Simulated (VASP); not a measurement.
# LaPSe4 (P-43m) in VASP: single point with PBE

Aim: the single point of LaPSe4 with PBE.

All numbers are computed with VASP 6.6.1; they aren't measurements. Logs are shortened: lines on timing, memory, paths and dates and some standing lists are left out, and cuts for length are marked.

## 1. The cell of the first run

Symmetry: P-43m, No. 215, cubic system. The conventional cell has a = 5.784 Å, b = 5.784 Å, c = 5.784 Å, α = 90.00°, β = 90.00°, γ = 90.00°. La (site symmetry -43m) has 4 Se at 2.81 Å within 3.7 Å. P (site symmetry -43m) has 4 Se at 2.20 Å within 2.9 Å. Se (site symmetry 3m) has 1 P at 2.20 Å and 1 La at 2.81 Å within 2.9 Å.

## 2. Single point, PBE

INCAR

```
SYSTEM = LaPSe4
ALGO = Normal
EDIFF = 1E-6
ENCUT = 500
GGA = PE
GGA_COMPAT = .FALSE.
ISIF = 2
ISMEAR = 0
LASPH = .TRUE.
LCHARG = .FALSE.
LMAXMIX = 6
LREAL = .FALSE.
LWAVE = .FALSE.
NBANDS = 29
NELM = 200
PREC = Accurate
SIGMA = 0.15
```

KPOINTS

```
k-points
0
G
  3 3 3
  0 0 0
```

POSCAR

```
LaPSe4
1.0
    5.7836006098      0.0000000000      0.0000000000
    0.0000000000      5.7836006098      0.0000000000
    0.0000000000      0.0000000000      5.7836006098
La P Se
1 1 4
Direct
    0.5000000000      0.5000000000      0.5000000000
    0.0000000000      0.0000000000      0.0000000000
    0.2192666176      0.2192666176      0.2192666176
    0.2192666176      0.7807333824      0.7807333824
    0.7807333824      0.7807333824      0.2192666176
    0.7807333824      0.2192666176      0.7807333824
```

Potentials or basis: VASP PAW PBE potentials, release 64 (La, P, Se).

Started as:

```console
$ cat potpaw_PBE.64/La/POTCAR potpaw_PBE.64/P/POTCAR potpaw_PBE.64/Se/POTCAR > POTCAR
$ mpirun -np 1 vasp_std > vasp.out
```

OUTCAR:

```text
SYSTEM = LaPSe4
   EDIFF = 1E-6
   ENCUT = 500
   GGA = PE
   ISIF = 2
   ISMEAR = 0
   LASPH = .TRUE.
   LREAL = .FALSE.
   NELM = 200
   PREC = Accurate

 ion  position               nearest neighbor table
   1  0.500  0.500  0.500-   3 2.81   4 2.81   5 2.81   6 2.81
   2  0.000  0.000  0.000-   3 2.20   4 2.20   5 2.20   6 2.20
   3  0.219  0.219  0.219-   2 2.20   1 2.81
   4  0.219  0.781  0.781-   2 2.20   1 2.81
   5  0.781  0.781  0.219-   2 2.20   1 2.81
   6  0.781  0.219  0.781-   2 2.20   1 2.81

  LATTYP: Found a simple cubic cell.
 ALAT       =     5.7836006098

  Lattice vectors:

 A1 = (   5.7836006098,   0.0000000000,   0.0000000000)
 A2 = (   0.0000000000,   5.7836006098,   0.0000000000)
 A3 = (   0.0000000000,   0.0000000000,   5.7836006098)

Analysis of symmetry for initial positions (statically):
=====================================================================
 Subroutine PRICEL returns:
 Original cell was already a primitive cell.

 Routine SETGRP: Setting up the symmetry group for a
 simple cubic supercell.

 Subroutine GETGRP returns: Found 24 space group operations
 (whereof 24 operations were pure point group operations)
 out of a pool of 48 trial point group operations.

The static configuration has the point symmetry T_d .

Analysis of symmetry for dynamics (positions and initial velocities):
=====================================================================
 Subroutine PRICEL returns:
 Original cell was already a primitive cell.

 Routine SETGRP: Setting up the symmetry group for a
 simple cubic supercell.

 Subroutine GETGRP returns: Found 24 space group operations
 (whereof 24 operations were pure point group operations)
 out of a pool of 48 trial point group operations.

The dynamic configuration has the point symmetry T_d .

 Subroutine INISYM returns: Found 24 space group operations
 (whereof 24 operations are pure point group operations),
 and found     1 'primitive' translations

----------------------------------------------------------------------------------------

                                     Primitive cell

  volume of cell :     193.4616

[... 73 lines left out ...]
   ENCUT  =  500.0 eV  36.75 Ry    6.06 a.u.  10.54 10.54 10.54*2*pi/ulx,y,z
   NELM   =    200;   NELMIN=  2; NELMDL= -5     # of ELM steps
   EDIFF  = 0.1E-05   stopping-criterion for ELM
   LREAL  =      F    real-space projection
   EDIFFG = 0.1E-04   stopping-criterion for IOM
   NSW    =      0    number of steps for IOM
   IBRION =     -1    ionic relax: 0-MD 1-quasi-New 2-CG
   NFREE  =      0    steps in history (QN), initial steepest desc. (CG)
   ISIF   =      2    stress and relaxation
   ISYM   =      2    0-nonsym 1-usesym 2-fastsym
   POTIM  = 0.5000    time-step for ionic-motion
   TEBEG  =    0.0;   TEEND  =   0.0 temperature during run
   PSTRESS=    0.0 pullay stress
   NELECT =      40.0000    total number of electrons
   NUPDOWN=      -1.0000    fix difference up-down
   EMIN   =  10.00;   EMAX   =-10.00  energy-range for DOS
   EFERMI =   0.00;   METHOD = LEGACY
   ISMEAR =     0;   SIGMA  =   0.15  broadening in eV -4-tet -1-fermi 0-gaus
   EFERMI_NEDOS =   21; number of points for ismear=-14 and -15
   IALGO  =     38    algorithm
   IMIX   =      4    mixing-type and parameters
     AMIX     =   0.40;   BMIX     =  1.00
     AMIX_MAG =   1.60;   BMIX_MAG =  1.00
  volume/ion in A,a.u.               =      32.24       217.59
  Fermi-wavevector in a.u.,A,eV,Ry     =   0.968047  1.829344 12.750229  0.937115
  Thomas-Fermi vector in A             =   2.097984
   LORBIT       =      0    0 simple, 1 ext, 2 COOP (PROOUT), +10 PAW based schemes
   GGA     = PE    functional components
   LHFCALC =     F    Hartree Fock is set to
   AEXX    =    0.0000 exact exchange contribution
   IVDW    =     0    specifies the selected vdW correction
   LEPSILON=     F    determine dielectric tensor
   LRPA    =     F    only Hartree local field effects (RPA)
 non-spin polarized calculation
 Gauss-broadening in eV      SIGMA  =   0.15
  energy-cutoff  :      500.00
  volume of cell :      193.46
 maximum number of plane-waves:      4945
 NGX is ok and might be reduce to    42
   NGX = 21   NGY = 21   NGZ = 21

 number of electron      39.9999993 magnetization

 Free energy of the ion-electron system (eV)
  ---------------------------------------------------
  ext. energy  EPLUGINS =         0.00000000
  ---------------------------------------------------
  free energy    TOTEN  =       -26.69073832 eV

  energy without entropy =      -26.69073831  energy(sigma->0) =      -26.69073832

 E-fermi :   2.6940     XC(G=0):  -8.2223

 val. band max:        2.0844490385   @ k =   0.3333   0.3333   0.3333
 cond. band min:       3.2973952131   @ k =   0.3333   0.0000   0.0000
 fundamental gap:      1.2129461746
 Fermi energy:         2.6939983376

 k-point     1 :       0.0000    0.0000    0.0000
  band No.  band energies     occupation
      1     -30.5403      2.00000
      2     -14.4485      2.00000
      3     -14.4485      2.00000
      4     -14.4485      2.00000
      5     -12.5683      2.00000
      6      -9.7481      2.00000
[... 117 lines left out ...]
     28       4.5399      0.00000
     29       4.9139      0.00000

------------------------ aborting loop because EDIFF is reached ----------------------------------------

  FORCE on cell =-STRESS in cart. coord.  units (eV):
  Direction    XX          YY          ZZ          XY          YZ          ZX
  --------------------------------------------------------------------------------------
  -------------------------------------------------------------------------------------
  Total        0.2560719      0.2560719      0.2560719      0.0000000     -0.0000000     -0.0000000
  in kB        2.1206922      2.1206922      2.1206922      0.0000000     -0.0000000     -0.0000000
  external PRESSURE =       2.1206922 kB  Pullay stress =       0.0000000 kB

 VOLUME and BASIS-vectors are now :
 -----------------------------------------------------------------------------
  energy-cutoff  :      500.00
  volume of cell :      193.46
      direct lattice vectors                 reciprocal lattice vectors
     5.783600610  0.000000000  0.000000000     0.172902672  0.000000000  0.000000000
     0.000000000  5.783600610  0.000000000     0.000000000  0.172902672  0.000000000
     0.000000000  0.000000000  5.783600610     0.000000000  0.000000000  0.172902672

 POSITION                                       TOTAL-FORCE (eV/Angst)
 -----------------------------------------------------------------------------------
      2.89180      2.89180      2.89180         0.000000      0.000000     -0.000000
      0.00000      0.00000      0.00000         0.000000      0.000000     -0.000000
      1.26815      1.26815      1.26815         0.009217      0.009217      0.009217
      1.26815      4.51545      4.51545         0.009217     -0.009217     -0.009217
      4.51545      4.51545      1.26815        -0.009217     -0.009217      0.009217
      4.51545      1.26815      4.51545        -0.009217      0.009217     -0.009217
 -----------------------------------------------------------------------------------
    total drift:                               -0.000000     -0.000000     -0.000000

  FREE ENERGIE OF THE ION-ELECTRON SYSTEM (eV)
  ---------------------------------------------------
  free  energy   TOTEN  =       -26.6907383173 eV

  energy  without entropy=      -26.6907383138  energy(sigma->0) =      -26.69073832
```

OSZICAR:

```text
N       E                     dE             d eps       ncg     rms          rms(c)
DAV:   1     0.349851882036E+03    0.34985E+03   -0.14712E+04   232   0.136E+03
DAV:   2     0.391452292877E+02   -0.31071E+03   -0.29187E+03   279   0.286E+02
DAV:   3    -0.220143492360E+02   -0.61160E+02   -0.57613E+02   339   0.130E+02
DAV:   4    -0.271246313881E+02   -0.51103E+01   -0.50519E+01   355   0.343E+01
DAV:   5    -0.274081367336E+02   -0.28351E+00   -0.28313E+00   374   0.716E+00    0.884E+00
DAV:   6    -0.266718596738E+02    0.73628E+00   -0.27666E+00   366   0.589E+00    0.603E+00
DAV:   7    -0.266703062072E+02    0.15535E-02   -0.68143E-01   360   0.404E+00    0.201E+00
DAV:   8    -0.266817460123E+02   -0.11440E-01   -0.61023E-02   440   0.193E+00    0.878E-01
DAV:   9    -0.266889964963E+02   -0.72505E-02   -0.11219E-02   440   0.709E-01    0.234E-01
DAV:  10    -0.266901524573E+02   -0.11560E-02   -0.18642E-03   376   0.209E-01    0.115E-01
DAV:  11    -0.266905953274E+02   -0.44287E-03   -0.55719E-04   368   0.130E-01    0.414E-02
DAV:  12    -0.266907302516E+02   -0.13492E-03   -0.21954E-04   376   0.728E-02    0.137E-02
DAV:  13    -0.266907363486E+02   -0.60970E-05   -0.30958E-05   392   0.413E-02    0.955E-03
DAV:  14    -0.266907381301E+02   -0.17815E-05   -0.40859E-06   280   0.100E-02    0.482E-03
DAV:  15    -0.266907383173E+02   -0.18723E-06   -0.12984E-06   288   0.723E-03
   1 F= -.26690738E+02 E0= -.26690738E+02  d E =-.351773E-08
```

Wall time 31 s (1 thread of Intel Xeon 6975P-C (Granite Rapids), shared host); peak memory 0.27 GiB.

Results:

| Quantity | Value |
| --- | --- |
| Free energy | -26.6907 eV |
| Pressure | 0.2 GPa |
| Largest force | 0.016 eV/Å |
| Band gap on the k mesh | 1.21 eV, indirect (least direct gap 1.28 eV) |

Forces on the atoms (eV/Å):
```
La   0.000  0.000  0.000
P    0.000  0.000  0.000
Se   0.009  0.009  0.009
Se   0.009 -0.009 -0.009
Se  -0.009 -0.009  0.009
Se  -0.009  0.009 -0.009
```

Caveat: spin-orbit coupling is left out, which moves the levels of the heavy elements. A k mesh can miss the band edges.
